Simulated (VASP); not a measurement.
Crystal: Li3SeCl.

```
CELL_PARAMETERS angstrom
4.49000 0.00000 0.00000
0.00000 4.49000 0.00000
0.00000 0.00000 4.49000
ATOMIC_POSITIONS crystal
Cl 0.00000 0.00000 0.00000
Se 0.50000 0.50000 0.50000
Li 0.50000 0.50000 0.00000
Li 0.00000 0.50000 0.50000
Li 0.50000 0.00000 0.50000
```

```yaml
Program: VASP 6.6.1
Task: relaxation of cell and atoms
Functional: LDA
Potentials_or_basis: VASP PAW LDA potentials, release 64 (Cl, Se, Li_sv)
Cutoff: 600 eV
k_mesh: 4 × 4 × 4
Occupations: methfessel-paxton, width 0.01 eV
Spin: no spin polarisation
```

At the start: pressure 4.2 GPa; volume 18.10 Å³/atom.

Problem. How do energy, volume and symmetry change on relaxing?

Solution. Over 4 steps the energy falls by 27.0 meV/atom and the volume is 20.41 Å³/atom (+12.7 %); space group Pm-3m (No. 221, to 0.1 Å) before and after.

Step by step:
| step | energy change (eV) | largest force (eV/Å) | pressure (GPa) | volume (Å³) |
| --- | --- | --- | --- | --- |
| 1 | 0.0000 | 0.0000 | 4.17 | 90.52 |
| 2 | -0.1109 | 0.0000 | 1.58 | 96.84 |
| 3 | -0.1340 | 0.0000 | -0.29 | 103.08 |
| 4 | -0.1350 | 0.0000 | -0.02 | 102.04 |

Final structure:
```
Cl Se Li
1.0
     4.67296    0.00000    0.00000
     0.00000    4.67296    0.00000
     0.00000    0.00000    4.67296
Cl Se Li
1 1 3
Cartesian
  0.0000 0.0000 0.0000
  2.3365 2.3365 2.3365
  2.3365 2.3365 0.0000
  0.0000 2.3365 2.3365
  2.3365 0.0000 2.3365
```

Caveat: the cutoff is under 1.25 times the usual one of these potentials, so pressure, stress and relaxed cells hold a basis-set (Pulay) error.
